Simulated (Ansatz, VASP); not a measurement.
Si: VASP beside Ansatz

INCAR

```
SYSTEM = Si
PREC = Accurate
ENCUT = 520
EDIFF = 1E-6
ISMEAR = 0
SIGMA = 0.01
LREAL = .False.
LASPH = .True.
NELM = 60
ALGO = Normal
ISIF = 2
LWAVE = .False.
LCHARG = .False.
GGA = PS
IBRION = 2
NSW = 50
EDIFFG = -0.002
```

KPOINTS

```
regular mesh
0
Gamma
  8 8 8
  0 0 0
```

Contents of POSCAR:

```
Si
1.0
   -0.0135836404      2.7099362562      2.7099362562
    2.7099362562     -0.0135836404      2.7099362562
    2.7099362562      2.7099362562     -0.0135836404
Si
2
Direct
    0.2500000000      0.2500000000      0.2500000000
    0.0000000000      0.0000000000      0.0000000000
```

Input for Ansatz:

```yaml
crystal:
  lattice:
    - [-0.01358364038, 2.7099362562, 2.7099362562]
    - [2.7099362562, -0.01358364038, 2.7099362562]
    - [2.7099362562, 2.7099362562, -0.01358364038]
  atoms:
    - { symbol: Si, position: [0.25, 0.25, 0.25] }
    - { symbol: Si, position: [0.0, 0.0, 0.0] }
kpoints:
  mp_grid: { grid: [8, 8, 8] }
scf:
  occupations: { method: fixed }
  convergence: { dr2_threshold: 1.0e-10 }
hamiltonian:
  xc: pbesol
  pseudopotentials: { kind: all_electron, lapw: { basis_error: 0.0005 } }
output:
  forces: true
  stress: true
  eigenstates:
    kpoints:
      - [0.0, 0.0, 0.0]
      - [0.0, 0.422377749, 0.422377749]
      - [0.422377749, 0.0, 0.422377749]
      - [0.422377749, 0.422377749, 0.0]
      - [-0.5, 0.0, -0.5]
      - [0.0, -0.5, -0.5]
      - [-0.5, -0.5, 0.0]
      - [-0.5, 0.0, 0.0]
      - [0.0, -0.5, 0.0]
      - [0.0, 0.0, -0.5]
      - [-0.5, -0.5, -0.5]
relax:
  f_tol: 0.002
  max_steps: 30
```

Change from the starting cell: equal xy, yz and zx engineering shears of -0.5 %.

Alike in both runs: task relaxation of the atoms; functional PBEsol; k mesh 8 × 8 × 8; no spin polarisation.

```csv
,VASP,Ansatz
version,VASP 6.6.1,Ansatz 0.2.0
potentials or method,"VASP PAW PBE potentials, release 64 (Si), cutoff 520 eV","all-electron LAPW, scalar-relativistic"
occupations,"gaussian, width 0.01 eV",fixed
```

VASP gave:

- gap on the k mesh at the Fermi level, each at its own relaxed structure (eV): 0.46

**Question.** Estimate Ansatz's values.

**Answer.** gap on the k mesh at the Fermi level, each at its own relaxed structure (eV): 0.47.

VASP's potentials were made for PBE, not for PBEsol. Ansatz ran all-electron here, and VASP with PAW potentials.
